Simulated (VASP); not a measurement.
Here is a VASP 6.6.1 calculation.

The input INCAR:

```
  PREC = Accurate
  ENCUT = 520
  EDIFF = 1E-6
  ISMEAR = 0
  SIGMA = 0.1
  LREAL = F
  LASPH = T
  NELM = 100
  ALGO = Fast
  ISIF = 2
  LWAVE = F
  LCHARG = F
  GGA = PE
  NBANDS = 19
```

File KPOINTS:

```
regular mesh
0
Gamma
  16 16 16
```

Contents of POSCAR:

```
Hg
1.0
   -2.9141818004      2.9141818004      1.5510465683
    2.9141818004     -2.9141818004      1.5510465683
    2.9141818004      2.9141818004     -1.5510465683
Hg
2
Direct
    0.7500000000      0.2500000000      0.5000000000
    0.0000000000      0.0000000000      0.0000000000
```

Potentials or basis: VASP PAW PBE potentials, release 64 (Hg).

Launch:

```bash
$ cat potpaw_PBE.64/Hg/POTCAR > POTCAR
$ mpirun -np 1 vasp_std > vasp.out
```

(1) Predict the pressure.

(2) Estimate the band gap on the k mesh.

Results:

(1) 2.5 GPa.

(2) zero (bands 12 and 13 overlap by 4.18 eV).

Caveat: spin-orbit coupling is left out, which moves the levels of the heavy elements.
